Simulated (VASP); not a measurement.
# GaN in VASP: further runs, part 2 of 2

VASP 6.6.1. The steps go on from the part before.

## 3. G0W0 quasiparticle levels, PBE

This run uses another cell than the first one, of 11.83 Å³/atom.

File POSCAR:

```
GaN
1.0
    0.0000000000      2.2489525411      2.3389106427
    2.2489525411      0.0000000000      2.3389106427
    2.2489525411      2.2489525411      0.0000000000
Ga N
1 1
Direct
    0.0000000000      0.0000000000      0.0000000000
    0.2500000000      0.2500000000      0.2500000000
```

File INCAR.step1:

```
PREC = Accurate
ENCUT = 500
EDIFF = 1E-8
ISMEAR = 0
SIGMA = 0.01
LREAL = F
LASPH = T
NELM = 100
ALGO = Normal
LWAVE = T
LCHARG = F
GGA = PE
```

File INCAR.step2:

```
PREC = Accurate
ENCUT = 500
EDIFF = 1E-8
ISMEAR = 0
SIGMA = 0.01
LREAL = F
LASPH = T
NELM = 1
ALGO = Exact
LWAVE = T
LCHARG = F
GGA = PE
NBANDS = 107
LOPTICS = T
ISTART = 1
```

File INCAR.step3:

```
PREC = Accurate
ENCUT = 500
EDIFF = 1E-8
ISMEAR = 0
SIGMA = 0.01
LREAL = F
LASPH = T
ALGO = EVGW0
LWAVE = F
LCHARG = F
GGA = PE
NELMGW = 1
NBANDS = 107
ENCUTGW = 150.0
NOMEGA = 96
PRECFOCK = Fast
ISTART = 1
NBANDSGW = 17
OMEGAMAX = 20
```

File KPOINTS:

```
Automatic mesh
0
Gamma
  6 6 6
```

Potentials or basis: VASP PAW PBE potentials, release 64 (Ga_d_GW, N_GW).

The run is started by

```console
$ cat potpaw_PBE.64/Ga_d_GW/POTCAR potpaw_PBE.64/N_GW/POTCAR > POTCAR
$ cp INCAR.step1 INCAR
$ mpirun -np 1 vasp_std > vasp.out
$ cp INCAR.step2 INCAR
$ mpirun -np 1 vasp_std > vasp.out
$ cp INCAR.step3 INCAR
$ mpirun -np 1 vasp_std > vasp.out
```

OUTCAR:

```text
PREC = Accurate
   ENCUT = 500
   EDIFF = 1E-8
   ISMEAR = 0
   LREAL = F
   LASPH = T
   GGA = PE
   NELMGW = 1
   ENCUTGW = 150.0
   PRECFOCK = Fast
   ISTART = 1

 ion  position               nearest neighbor table
   1  0.000  0.000  0.000-   2 1.97   2 1.97   2 1.97   2 1.97
   2  0.250  0.250  0.250-   1 1.97   1 1.97   1 1.97   1 1.97

  LATTYP: Found a body centered tetragonal cell.
 ALAT       =     3.1804991848
 C/A-ratio  =     1.4707821048

  Lattice vectors:

 A1 = (  -2.2489525411,   0.0000000000,   2.3389106427)
 A2 = (   2.2489525411,   0.0000000000,   2.3389106427)
 A3 = (   0.0000000000,   2.2489525411,  -2.3389106427)

Analysis of symmetry for initial positions (statically):
=====================================================================
 Subroutine PRICEL returns:
 Original cell was already a primitive cell.

 Routine SETGRP: Setting up the symmetry group for a
 body centered tetragonal supercell.

 Subroutine GETGRP returns: Found  8 space group operations
 (whereof  8 operations were pure point group operations)
 out of a pool of 16 trial point group operations.

The static configuration has the point symmetry D_2d.

Analysis of symmetry for dynamics (positions and initial velocities):
=====================================================================
 Subroutine PRICEL returns:
 Original cell was already a primitive cell.

 Routine SETGRP: Setting up the symmetry group for a
 body centered tetragonal supercell.

 Subroutine GETGRP returns: Found  8 space group operations
 (whereof  8 operations were pure point group operations)
 out of a pool of 16 trial point group operations.

The dynamic configuration has the point symmetry D_2d.

 Subroutine INISYM returns: Found  8 space group operations
 (whereof  8 operations are pure point group operations),
 and found     1 'primitive' translations
[... 91 lines left out ...]
   LSORBIT =      F    spin-orbit coupling
   LASPH  =      T    aspherical Exc in radial PAW
   ENCUT  =  500.0 eV  36.75 Ry    6.06 a.u.   5.92  5.92  5.80*2*pi/ulx,y,z
   NELM   =     60;   NELMIN=  2; NELMDL=  0     # of ELM steps
   EDIFF  = 0.1E-07   stopping-criterion for ELM
   LREAL  =      F    real-space projection
   EDIFFG = 0.1E-06   stopping-criterion for IOM
   NSW    =      0    number of steps for IOM
   IBRION =     -1    ionic relax: 0-MD 1-quasi-New 2-CG
   NFREE  =      0    steps in history (QN), initial steepest desc. (CG)
   ISIF   =      0    stress and relaxation
   ISYM   =      3    0-nonsym 1-usesym 2-fastsym
   POTIM  = 0.5000    time-step for ionic-motion
   TEBEG  =    0.0;   TEEND  =   0.0 temperature during run
   PSTRESS=    0.0 pullay stress
   NELECT =      18.0000    total number of electrons
   NUPDOWN=      -1.0000    fix difference up-down
   EMIN   =  10.00;   EMAX   =-10.00  energy-range for DOS
   EFERMI =   0.00;   METHOD = LEGACY
   ISMEAR =     0;   SIGMA  =   0.01  broadening in eV -4-tet -1-fermi 0-gaus
   EFERMI_NEDOS =   21; number of points for ismear=-14 and -15
   IALGO  =     38    algorithm
   IMIX   =      4    mixing-type and parameters
     AMIX     =   0.40;   BMIX     =  1.00
     AMIX_MAG =   1.60;   BMIX_MAG =  1.00
  volume/ion in A,a.u.               =      11.83        79.83
  Fermi-wavevector in a.u.,A,eV,Ry     =   1.494506  2.824206 30.389259  2.233548
  Thomas-Fermi vector in A             =   2.606770
   LORBIT       =      0    0 simple, 1 ext, 2 COOP (PROOUT), +10 PAW based schemes
   GGA     = PE    functional components
   LHFCALC =     T    Hartree Fock is set to
   PRECFOCK=fast      Normal, Fast or Accurate (Low or Medium for compatibility)
   ENCUT4O =  -1.0   cutoff for four orbital integrals eV
   NKREDX  =     1    reduce k-point grid by
   NKREDY  =     1    reduce k-point grid by
   NKREDZ  =     1    reduce k-point grid by
   AEXX    =    1.0000 exact exchange contribution
   HFSCREEN=    0.0000 screening length (either q_TF or 0.3 A-1)
   HFSCREENC=   0.0000 screening length for correlation (either q_TF or 0.3 A-1)
   ENCUTFOCK=  -1.0 apply spherical cutoff to Coloumb kernel
   IVDW    =     0    specifies the selected vdW correction
   LEPSILON=     F    determine dielectric tensor
   LRPA    =     F    only Hartree local field effects (RPA)
   LRPAFORCE           =     F    calculate RPA forces
   ENCUTGW             = 150.0    cutoff for response function in eV
   ENCUTGWSOFT         = 120.0    soft cutoff for Coulomb kernel in GW response function in eV
   ENCUTLF             =  -1.0    cutoff for local field effects
   NELMGW              =     1    number of iterations in solving QP/BSE equation
   NELMHF              =     1    number of iterations in the inner HF iteration
   NKREDLFX            =     1    NKREDLFY  =   1   NKREDLFZ  =   1
 non-spin polarized calculation
 Gauss-broadening in eV      SIGMA  =   0.01
  energy-cutoff  :      500.00
  volume of cell :       23.66
 maximum number of plane-waves:       610
  NGX = 14; NGY = 14; NGZ = 14
   NGX = 11   NGY = 11   NGZ = 11
 maximum number of plane-waves:       113
 NGX is ok and might be reduce to    14

 QP shifts <psi_nk| G(iteration)W_0 |psi_nk>: iteration 1
 for sc-GW calculations column KS-energies equals QP-energies in previous step
 and V_xc(KS)=  KS-energies - (<T + V_ion + V_H > + <T+V_H+V_ion>^1  + <V_x>^1)

 k-point   1 :       0.0000    0.0000    0.0000
  band No.  KS-energies  QP-energies   sigma(KS)   V_xc(KS)     V^pw_x(r,r')   Z            occupation Imag(sigma)

      1     -10.8971     -11.8542     -16.3105     -14.8271     -24.4942       0.6452       2.0000       0.9609
      2      -8.7435     -11.5908     -25.4579     -21.4910     -34.7975       0.7178       2.0000       0.1645
      3      -8.7021     -11.5482     -25.4933     -21.5252     -34.8545       0.7173       2.0000       0.1664
      4      -8.7021     -11.5482     -25.4933     -21.5252     -34.8545       0.7173       2.0000       0.1664
      5      -8.4325     -11.3753     -25.8735     -21.8056     -35.1863       0.7234       2.0000       0.1109
      6      -8.4325     -11.3753     -25.8735     -21.8056     -35.1863       0.7234       2.0000       0.1109
[... 480 lines left out ...]
      4      -8.4868     -11.3953     -25.8266     -21.7983     -35.2117       0.7220       2.0000       0.1470
      5      -8.3726     -11.3213     -25.9443     -21.8794     -35.2920       0.7254       2.0000       0.1142
      6      -6.8334      -8.7214     -21.9878     -19.3361     -30.2512       0.7120       2.0000       0.4264
[... 9 lines left out ...]
     16      26.6243      27.2771     -11.0677     -11.9032      -4.3602       0.7813       0.0000      -0.8747
     17      29.0579      29.6517      -9.9386     -10.6914      -3.3044       0.7888       0.0000      -0.9434

 [... further k-points ...]
```

OUTCAR.step1:

```text
PREC = Accurate
   ENCUT = 500
   EDIFF = 1E-8
   ISMEAR = 0
   LREAL = F
   LASPH = T
[... 604 lines left out ...]
 -----------------------------------------------------------------------------------
      0.00000      0.00000      0.00000        -0.000000     -0.000000     -0.000000
      1.12448      1.12448      1.16946         0.000000      0.000000      0.000000
 -----------------------------------------------------------------------------------
    total drift:                                0.000019      0.000019      0.000015

  FREE ENERGIE OF THE ION-ELECTRON SYSTEM (eV)
  ---------------------------------------------------
  free  energy   TOTEN  =       -12.1414939315 eV

  energy  without entropy=      -12.1414939315  energy(sigma->0) =      -12.14149393
```

Run time: 14 min. Hardware: 1 thread of AMD EPYC 9R45 (Zen 5), shared host; peak memory 0.57 GiB.

What came out:

- Quasiparticle gap: 2.48 eV
- Least direct quasiparticle gap: 2.48 eV
- Band gap of the starting levels on the mesh: 1.44 eV
- Least direct gap of the starting levels on the mesh: 1.44 eV

Caveat: the k points lie up to 0.40 Å⁻¹ apart; the cutoff is under 1.25 times the usual one of these potentials, so pressure, stress and relaxed cells hold a basis-set (Pulay) error; bands, screening cutoff and mesh are small and nothing is extrapolated, so the quasiparticle values aren't converged; the structure was generated, so it needn't be the stable form of GaN.

## 4. G0W0 quasiparticle levels, PBE

This run uses another cell than the first one, of 11.60 Å³/atom.

File POSCAR:

```
GaN
1.0
    0.0000000000      2.2489525411      2.2939315919
    2.2489525411      0.0000000000      2.2939315919
    2.2489525411      2.2489525411      0.0000000000
Ga N
1 1
Direct
    0.0000000000      0.0000000000      0.0000000000
    0.2500000000      0.2500000000      0.2500000000
```

INCAR.step1 is that of step 3.

INCAR.step2, as its differences from that of step 3:

```diff
@@ -12,3 +12,3 @@
 GGA = PE
-NBANDS = 107
+NBANDS = 105
 LOPTICS = T
```

INCAR.step3, as its differences from that of step 3:

```diff
@@ -12,3 +12,3 @@
 NELMGW = 1
-NBANDS = 107
+NBANDS = 105
 ENCUTGW = 150.0
```

KPOINTS is that of step 3.

Potentials or basis: VASP PAW PBE potentials, release 64 (Ga_d_GW, N_GW).

The run is started by

```console
$ cat potpaw_PBE.64/Ga_d_GW/POTCAR potpaw_PBE.64/N_GW/POTCAR > POTCAR
$ cp INCAR.step1 INCAR
$ mpirun -np 1 vasp_std > vasp.out
$ cp INCAR.step2 INCAR
$ mpirun -np 1 vasp_std > vasp.out
$ cp INCAR.step3 INCAR
$ mpirun -np 1 vasp_std > vasp.out
```

OUTCAR:

```text
PREC = Accurate
   ENCUT = 500
   EDIFF = 1E-8
   ISMEAR = 0
   LREAL = F
   LASPH = T
   GGA = PE
   NELMGW = 1
   ENCUTGW = 150.0
   PRECFOCK = Fast
   ISTART = 1

 ion  position               nearest neighbor table
   1  0.000  0.000  0.000-   2 1.96   2 1.96   2 1.96   2 1.96
   2  0.250  0.250  0.250-   1 1.96   1 1.96   1 1.96   1 1.96

  LATTYP: Found a body centered tetragonal cell.
 ALAT       =     3.1804991848
 C/A-ratio  =     1.4424978336

  Lattice vectors:

 A1 = (  -2.2489525411,   0.0000000000,   2.2939315919)
 A2 = (   2.2489525411,   0.0000000000,   2.2939315919)
 A3 = (   0.0000000000,   2.2489525411,  -2.2939315919)

Analysis of symmetry for initial positions (statically):
=====================================================================
 Subroutine PRICEL returns:
 Original cell was already a primitive cell.

 Routine SETGRP: Setting up the symmetry group for a
 body centered tetragonal supercell.

 Subroutine GETGRP returns: Found  8 space group operations
 (whereof  8 operations were pure point group operations)
 out of a pool of 16 trial point group operations.

The static configuration has the point symmetry D_2d.

Analysis of symmetry for dynamics (positions and initial velocities):
=====================================================================
 Subroutine PRICEL returns:
 Original cell was already a primitive cell.

 Routine SETGRP: Setting up the symmetry group for a
 body centered tetragonal supercell.

 Subroutine GETGRP returns: Found  8 space group operations
 (whereof  8 operations were pure point group operations)
 out of a pool of 16 trial point group operations.

The dynamic configuration has the point symmetry D_2d.

 Subroutine INISYM returns: Found  8 space group operations
 (whereof  8 operations are pure point group operations),
 and found     1 'primitive' translations

----------------------------------------------------------------------------------------

                                     Primitive cell

  volume of cell :      23.2044

  direct lattice vectors                    reciprocal lattice vectors
     0.000000000  2.248952541  2.293931592    -0.222325723  0.222325723  0.217966395
     2.248952541  0.000000000  2.293931592     0.222325723 -0.222325723  0.217966395
     2.248952541  2.248952541  0.000000000     0.222325723  0.222325723 -0.217966395

  length of vectors
     3.212461623  3.212461623  3.180499185     0.382579147  0.382579147  0.382579147

  position of ions in fractional coordinates (direct lattice)
     0.000000000  0.000000000  0.000000000
     0.250000000  0.250000000  0.250000000

  ion indices of the primitive-cell ions
   primitive index   ion index
                 1           1
                 2           2

----------------------------------------------------------------------------------------

 KPOINTS: Automatic mesh

Automatic generation of k-mesh.
 Grid dimensions read from file:
 generate k-points for:    6    6    6

 Generating k-lattice:

  Cartesian coordinates                     Fractional coordinates (reciprocal lattice)
    -0.037054287  0.037054287  0.036327733     0.166666667  0.000000000  0.000000000
     0.037054287 -0.037054287  0.036327733     0.000000000  0.166666667  0.000000000
     0.037054287  0.037054287 -0.036327733    -0.000000000 -0.000000000  0.166666667

  Length of vectors
     0.063763191  0.063763191  0.063763191

  Shift w.r.t. Gamma in fractional coordinates (k-lattice)
     0.000000000  0.000000000  0.000000000

 Subroutine IBZKPT returns following result:
 ===========================================

 Found     30 irreducible k-points:

 Following reciprocal coordinates:
            Coordinates               Weight
  0.000000  0.000000  0.000000      1.000000
  0.166667 -0.000000  0.000000      8.000000
  0.333333 -0.000000  0.000000      8.000000
  0.500000 -0.000000  0.000000      4.000000
  0.166667  0.166667  0.000000      2.000000
  0.333333  0.166667  0.000000      8.000000
[... 16 lines left out ...]
  0.333333  0.000000  0.333333      4.000000
  0.500000  0.000000  0.333333     16.000000
 [... further k-points ...]
   k-points           NKPTS =     30   k-points in BZ     NKDIM =    216   number of bands    NBANDS=    105
   number of dos      NEDOS =    301   number of ions     NIONS =      2
   total plane-waves  NPLWV =  13824
   dimension x,y,z NGX =    24 NGY =   24 NGZ =   24
   dimension x,y,z NGXF=    48 NGYF=   48 NGZF=   48
   ions per type =               1   1
   NGX,Y,Z   is equivalent  to a cutoff of  12.42, 12.42, 12.54 a.u.
   NGXF,Y,Z  is equivalent  to a cutoff of  24.84, 24.84, 25.09 a.u.
 SYSTEM =  unknown system
   PREC   = accura    normal or accurate (medium, high low for compatibility)
   ISTART =      1    job   : 0-new  1-cont  2-samecut
   ICHARG =      0    charge: 1-file 2-atom 10-const
   ISPIN  =      1    spin polarized calculation?
   LNONCOLLINEAR =      F non collinear calculations
   LSORBIT =      F    spin-orbit coupling
   LASPH  =      T    aspherical Exc in radial PAW
   ENCUT  =  500.0 eV  36.75 Ry    6.06 a.u.   5.86  5.86  5.80*2*pi/ulx,y,z
   NELM   =     60;   NELMIN=  2; NELMDL=  0     # of ELM steps
   EDIFF  = 0.1E-07   stopping-criterion for ELM
   LREAL  =      F    real-space projection
   EDIFFG = 0.1E-06   stopping-criterion for IOM
   NSW    =      0    number of steps for IOM
   IBRION =     -1    ionic relax: 0-MD 1-quasi-New 2-CG
   NFREE  =      0    steps in history (QN), initial steepest desc. (CG)
   ISIF   =      0    stress and relaxation
   ISYM   =      3    0-nonsym 1-usesym 2-fastsym
   POTIM  = 0.5000    time-step for ionic-motion
   TEBEG  =    0.0;   TEEND  =   0.0 temperature during run
   PSTRESS=    0.0 pullay stress
   NELECT =      18.0000    total number of electrons
   NUPDOWN=      -1.0000    fix difference up-down
   EMIN   =  10.00;   EMAX   =-10.00  energy-range for DOS
   EFERMI =   0.00;   METHOD = LEGACY
   ISMEAR =     0;   SIGMA  =   0.01  broadening in eV -4-tet -1-fermi 0-gaus
   EFERMI_NEDOS =   21; number of points for ismear=-14 and -15
   IALGO  =     38    algorithm
   IMIX   =      4    mixing-type and parameters
     AMIX     =   0.40;   BMIX     =  1.00
     AMIX_MAG =   1.60;   BMIX_MAG =  1.00
  volume/ion in A,a.u.               =      11.60        78.30
  Fermi-wavevector in a.u.,A,eV,Ry     =   1.504211  2.842546 30.785217  2.262650
  Thomas-Fermi vector in A             =   2.615220
   LORBIT       =      0    0 simple, 1 ext, 2 COOP (PROOUT), +10 PAW based schemes
   GGA     = PE    functional components
   LHFCALC =     T    Hartree Fock is set to
   PRECFOCK=fast      Normal, Fast or Accurate (Low or Medium for compatibility)
   ENCUT4O =  -1.0   cutoff for four orbital integrals eV
   NKREDX  =     1    reduce k-point grid by
   NKREDY  =     1    reduce k-point grid by
   NKREDZ  =     1    reduce k-point grid by
   AEXX    =    1.0000 exact exchange contribution
   HFSCREEN=    0.0000 screening length (either q_TF or 0.3 A-1)
   HFSCREENC=   0.0000 screening length for correlation (either q_TF or 0.3 A-1)
   ENCUTFOCK=  -1.0 apply spherical cutoff to Coloumb kernel
   IVDW    =     0    specifies the selected vdW correction
   LEPSILON=     F    determine dielectric tensor
   LRPA    =     F    only Hartree local field effects (RPA)
   LRPAFORCE           =     F    calculate RPA forces
   ENCUTGW             = 150.0    cutoff for response function in eV
   ENCUTGWSOFT         = 120.0    soft cutoff for Coulomb kernel in GW response function in eV
   ENCUTLF             =  -1.0    cutoff for local field effects
   NELMGW              =     1    number of iterations in solving QP/BSE equation
   NELMHF              =     1    number of iterations in the inner HF iteration
   NKREDLFX            =     1    NKREDLFY  =   1   NKREDLFZ  =   1
 non-spin polarized calculation
 Gauss-broadening in eV      SIGMA  =   0.01
  energy-cutoff  :      500.00
  volume of cell :       23.20
 maximum number of plane-waves:       604
  NGX = 14; NGY = 14; NGZ = 14
   NGX = 11   NGY = 11   NGZ = 11
 maximum number of plane-waves:       113
 NGX is ok and might be reduce to    14

 QP shifts <psi_nk| G(iteration)W_0 |psi_nk>: iteration 1
 for sc-GW calculations column KS-energies equals QP-energies in previous step
 and V_xc(KS)=  KS-energies - (<T + V_ion + V_H > + <T+V_H+V_ion>^1  + <V_x>^1)

 k-point   1 :       0.0000    0.0000    0.0000
  band No.  KS-energies  QP-energies   sigma(KS)   V_xc(KS)     V^pw_x(r,r')   Z            occupation Imag(sigma)

      1     -10.8587     -11.8661     -16.3896     -14.8443     -24.5473       0.6519       2.0000       0.9680
      2      -8.5399     -11.4132     -25.4629     -21.4860     -34.7902       0.7225       2.0000       0.1660
      3      -8.5189     -11.3923     -25.4808     -21.5035     -34.8193       0.7224       2.0000       0.1667
      4      -8.5189     -11.3923     -25.4808     -21.5035     -34.8193       0.7224       2.0000       0.1667
      5      -8.2233     -11.1985     -25.8877     -21.8063     -35.1859       0.7289       2.0000       0.1112
      6      -8.2233     -11.1985     -25.8877     -21.8063     -35.1859       0.7289       2.0000       0.1112
[... 9 lines left out ...]
     16      23.8575      24.0693      -9.3464      -9.6197      -2.9588       0.7752       0.0000      -0.6708
     17      23.8575      24.0693      -9.3464      -9.6197      -2.9588       0.7752       0.0000      -0.6708
[... 466 lines left out ...]
      1      -9.8888     -11.7603     -21.5253     -18.8210     -30.4011       0.6920       2.0000       0.5554
      2      -8.4159     -11.3148     -25.4162     -21.4192     -34.6550       0.7253       2.0000       0.1443
      3      -8.2924     -11.2292     -25.7983     -21.7580     -35.1631       0.7269       2.0000       0.1476
      4      -8.2837     -11.2171     -25.8297     -21.7932     -35.2030       0.7267       2.0000       0.1496
      5      -8.1629     -11.1444     -25.9629     -21.8831     -35.2958       0.7308       2.0000       0.1148
      6      -6.6560      -8.6096     -22.1280     -19.4041     -30.3891       0.7172       2.0000       0.4125
[... 9 lines left out ...]
     16      27.1697      27.8865     -11.2918     -12.2077      -4.4168       0.7826       0.0000      -0.9388
     17      29.4786      30.0923      -9.8357     -10.6084      -3.2257       0.7942       0.0000      -0.9339

 [... further k-points ...]
```

Wall time 8.3 min (1 thread of Intel Xeon 6975P-C (Granite Rapids), shared host); peak memory 0.59 GiB.

Results:

```
Quasiparticle gap                                   : 2.70 eV
Least direct quasiparticle gap                      : 2.70 eV
Band gap of the starting levels on the mesh         : 1.60 eV
Least direct gap of the starting levels on the mesh : 1.60 eV
```

Caveat: the k points lie up to 0.40 Å⁻¹ apart; the cutoff is under 1.25 times the usual one of these potentials, so pressure, stress and relaxed cells hold a basis-set (Pulay) error; bands, screening cutoff and mesh are small and nothing is extrapolated, so the quasiparticle values aren't converged; the structure was generated, so it needn't be the stable form of GaN.
